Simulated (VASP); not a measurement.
# Ir (P6_3/mmc) in VASP: further runs

The runs below take Ir through single point, with PBEsol.

All numbers are computed with VASP 6.6.1; they aren't measurements. Logs are shortened: lines on timing, memory, paths and dates and some standing lists are left out, and cuts for length are marked.

## Step 1: The cell of the first run

It takes space group P6_3/mmc (No. 194, hexagonal). Conventional cell: a = 2.834 Å, b = 2.834 Å, c = 4.462 Å, α = 90.00°, β = 90.00°, γ = 120.00°. Ir (site symmetry -6m2) has 12 Ir at 2.77 to 2.83 Å within 3.6 Å.

## Step 2: Single point, PBEsol (strain +0.030 along x and y, +0.000 along z)

Contents of INCAR:

```
ALGO = Normal
EDIFF = 1E-6
ENCUT = 520
GGA = PS
ISIF = 2
ISMEAR = 0
LASPH = T
LCHARG = F
LREAL = F
LWAVE = F
NBANDS = 16
NELM = 60
PREC = Accurate
SIGMA = 0.15
```

Contents of KPOINTS:

```
k-points
0
Gamma
  18 18 12
```

Contents of POSCAR:

```
Ir
1.0
    2.8339192314      0.0000000000      0.0000000000
   -1.4169596157      2.4542460467      0.0000000000
    0.0000000000      0.0000000000      4.4622900000
Ir
2
Direct
    0.6666666667      0.3333333333      0.7500000000
    0.3333333333      0.6666666667      0.2500000000
```

Potentials or basis: VASP PAW PBE potentials, release 64 (Ir).

On the command line:

```bash
$ cat potpaw_PBE.64/Ir/POTCAR > POTCAR
$ mpirun -np 1 vasp_std > vasp.out
```

OUTCAR:

```text
EDIFF = 1E-6
   ENCUT = 520
   GGA = PS
   ISIF = 2
   ISMEAR = 0
   LASPH = T
   LREAL = F
   NELM = 60
   PREC = Accurate

 ion  position               nearest neighbor table
   1  0.667  0.333  0.750-   2 2.77   2 2.77   2 2.77   2 2.77   2 2.77   2 2.77
   2  0.333  0.667  0.250-   1 2.77   1 2.77   1 2.77   1 2.77   1 2.77   1 2.77

  LATTYP: Found a hexagonal cell.
 ALAT       =     2.8339192314
 C/A-ratio  =     1.5746002746

  Lattice vectors:

 A1 = (   2.8339192314,   0.0000000000,   0.0000000000)
 A2 = (  -1.4169596157,   2.4542460467,   0.0000000000)
 A3 = (   0.0000000000,   0.0000000000,   4.4622900000)

Analysis of symmetry for initial positions (statically):
=====================================================================
 Subroutine PRICEL returns:
 Original cell was already a primitive cell.

 Routine SETGRP: Setting up the symmetry group for a
 hexagonal supercell.

 Subroutine GETGRP returns: Found 24 space group operations
 (whereof 12 operations were pure point group operations)
 out of a pool of 24 trial point group operations.

The static configuration has the point symmetry D_3d.
 The point group associated with its full space group is D_6h.

Analysis of symmetry for dynamics (positions and initial velocities):
=====================================================================
 Subroutine PRICEL returns:
 Original cell was already a primitive cell.

 Routine SETGRP: Setting up the symmetry group for a
 hexagonal supercell.

 Subroutine GETGRP returns: Found 24 space group operations
 (whereof 12 operations were pure point group operations)
 out of a pool of 24 trial point group operations.

The dynamic configuration has the point symmetry D_3d.
 The point group associated with its full space group is D_6h.

 Subroutine INISYM returns: Found 24 space group operations
 (whereof 12 operations are pure point group operations),
 and found     1 'primitive' translations

----------------------------------------------------------------------------------------

                                     Primitive cell

  volume of cell :      31.0358

  direct lattice vectors                    reciprocal lattice vectors
     2.833919231  0.000000000  0.000000000     0.352868208  0.203728555  0.000000000
[... 76 lines left out ...]
 SYSTEM =  unknown system
   PREC   = accura    normal or accurate (medium, high low for compatibility)
   ISTART =      0    job   : 0-new  1-cont  2-samecut
   ICHARG =      2    charge: 1-file 2-atom 10-const
   ISPIN  =      1    spin polarized calculation?
   LNONCOLLINEAR =      F non collinear calculations
   LSORBIT =      F    spin-orbit coupling
   LASPH  =      T    aspherical Exc in radial PAW
   ENCUT  =  520.0 eV  38.22 Ry    6.18 a.u.   5.27  5.27  8.30*2*pi/ulx,y,z
   NELM   =     60;   NELMIN=  2; NELMDL= -5     # of ELM steps
   EDIFF  = 0.1E-05   stopping-criterion for ELM
   LREAL  =      F    real-space projection
   EDIFFG = 0.1E-04   stopping-criterion for IOM
   NSW    =      0    number of steps for IOM
   IBRION =     -1    ionic relax: 0-MD 1-quasi-New 2-CG
   NFREE  =      0    steps in history (QN), initial steepest desc. (CG)
   ISIF   =      2    stress and relaxation
   ISYM   =      2    0-nonsym 1-usesym 2-fastsym
   POTIM  = 0.5000    time-step for ionic-motion
   TEBEG  =    0.0;   TEEND  =   0.0 temperature during run
   PSTRESS=    0.0 pullay stress
   NELECT =      18.0000    total number of electrons
   NUPDOWN=      -1.0000    fix difference up-down
   EMIN   =  10.00;   EMAX   =-10.00  energy-range for DOS
   EFERMI =   0.00;   METHOD = LEGACY
   ISMEAR =     0;   SIGMA  =   0.15  broadening in eV -4-tet -1-fermi 0-gaus
   EFERMI_NEDOS =   21; number of points for ismear=-14 and -15
   IALGO  =     38    algorithm
   IMIX   =      4    mixing-type and parameters
     AMIX     =   0.40;   BMIX     =  1.00
     AMIX_MAG =   1.60;   BMIX_MAG =  1.00
  volume/ion in A,a.u.               =      15.52       104.72
  Fermi-wavevector in a.u.,A,eV,Ry     =   1.365247  2.579943 25.359888  1.863899
  Thomas-Fermi vector in A             =   2.491492
   LORBIT       =      0    0 simple, 1 ext, 2 COOP (PROOUT), +10 PAW based schemes
   GGA     = PS    functional components
   LHFCALC =     F    Hartree Fock is set to
   AEXX    =    0.0000 exact exchange contribution
   IVDW    =     0    specifies the selected vdW correction
   LEPSILON=     F    determine dielectric tensor
   LRPA    =     F    only Hartree local field effects (RPA)
 non-spin polarized calculation
 Gauss-broadening in eV      SIGMA  =   0.15
  energy-cutoff  :      520.00
  volume of cell :       31.04
 maximum number of plane-waves:       847
 NGX is ok and might be reduce to    24
   NGX = 11   NGY = 11   NGZ = 17

 number of electron      18.0000000 magnetization

 Free energy of the ion-electron system (eV)
  ---------------------------------------------------
  ext. energy  EPLUGINS =         0.00000000
  ---------------------------------------------------
  free energy    TOTEN  =       -19.22461743 eV

  energy without entropy =      -19.19375207  energy(sigma->0) =      -19.20918475

 E-fermi :   8.8449     XC(G=0): -13.5616

 val. band max:        8.8434136382   @ k =   0.1667   0.1667   0.5000
 cond. band min:       8.8547004676   @ k =   0.2778   0.2222   0.1667
 fundamental gap:      0.0112868294
 Fermi energy:         8.8449031381

 k-point     1 :       0.0000    0.0000    0.0000
  band No.  band energies     occupation
      1      -1.5079      2.00000
      2       1.5978      2.00000
      3       5.4591      2.00000
      4       5.4591      2.00000
      5       5.6324      2.00000
      6       6.0879      2.00000
[... 433 lines left out ...]
      3       2.8661      2.00000
      4       4.9756      2.00000
      5       5.1146      2.00000
      6       5.7850      2.00000
[... 8 lines left out ...]
     15      18.8715      0.00000
     16      21.1796      0.00000

 [... further k-points ...]
[... 5 lines left out ...]
  --------------------------------------------------------------------------------------
  -------------------------------------------------------------------------------------
  Total       -5.7850984     -5.7850984     -4.4588040     -0.0000000      0.0000000      0.0000000
  in kB     -298.6468725   -298.6468725   -230.1789512     -0.0000000      0.0000000      0.0000000
  external PRESSURE =    -275.8242321 kB  Pullay stress =       0.0000000 kB

 VOLUME and BASIS-vectors are now :
 -----------------------------------------------------------------------------
  energy-cutoff  :      520.00
  volume of cell :       31.04
      direct lattice vectors                 reciprocal lattice vectors
     2.833919231  0.000000000  0.000000000     0.352868208  0.203728555  0.000000000
    -1.416959616  2.454246047  0.000000000     0.000000000  0.407457109  0.000000000
     0.000000000  0.000000000  4.462290000     0.000000000  0.000000000  0.224100182

 POSITION                                       TOTAL-FORCE (eV/Angst)
 -----------------------------------------------------------------------------------
      1.41696      0.81808      3.34672        -0.000000     -0.000000      0.000000
     -0.00000      1.63616      1.11557         0.000000      0.000000      0.000000
 -----------------------------------------------------------------------------------
    total drift:                               -0.000000      0.000000     -0.000000

  FREE ENERGIE OF THE ION-ELECTRON SYSTEM (eV)
  ---------------------------------------------------
  free  energy   TOTEN  =       -19.2246174294 eV

  energy  without entropy=      -19.1937520656  energy(sigma->0) =      -19.20918475
```

stdout:

```text
POSCAR found type information on POSCAR Ir
 POSCAR found :  1 types and       2 ions
 scaLAPACK will be used
 -----------------------------------------------------------------------------
|                                                                             |
|                                                                             |
|     You enforced a specific xc type in the INCAR file but a different       |
|     I HOPE YOU KNOW WHAT YOU ARE DOING!                                     |
|                                                                             |
 -----------------------------------------------------------------------------

 LDA part: xc-table for (Slater+PW92), standard interpolation
 POSCAR, INCAR and KPOINTS ok, starting setup
 FFT: planning ... GRIDC
 FFT: planning ... GRID_SOFT
 FFT: planning ... GRID
 WAVECAR not read
 entering main loop
```

Wall time 38 s (1 thread of Intel Xeon 6975P-C (Granite Rapids), shared host); peak memory 0.24 GiB.

What came out:

| Item | Value |
| --- | --- |
| Free energy | -19.2246 eV |
| Pressure | -27.6 GPa |
| Band gap on the k mesh | zero (band 9 reaches 9.66 eV, above the bottom of band 10 at 6.78 eV) |

Stress tensor (GPa, compression positive):
```
-29.86   0.00   0.00
  0.00 -29.86   0.00
  0.00   0.00 -23.02
```

Levels at points of the mesh, in eV from the Fermi level:
```tsv
k point	band 5	band 6	band 7	band 8	band 9	band 10	band 11	band 12	band 13	band 14
(0.00, 0.00, 0.00)	-3.21	-2.76	-2.76	-2.33	-2.33	-0.37	0.20	0.20	6.58	14.14
(0.50, 0.00, 0.00)	-3.21	-3.01	-2.49	0.39	0.81	0.90	2.50	3.76	7.78	9.83
(0.00, 0.00, 0.50)	-3.57	-3.57	-3.57	-3.57	-0.44	-0.44	-0.44	-0.44	13.56	13.56
(0.50, 0.00, 0.50)	-2.00	-2.00	-0.86	-0.86	0.65	0.65	1.81	1.81	6.72	6.72
```

Caveat: the cell differs from its parent crystal (strain +0.030 along x and y, +0.000 along z); the PAW data sets were made with another functional, which shifts forces and pressure a little; spin-orbit coupling is left out, which moves the levels of the heavy elements.

[end of part 1 of 2]
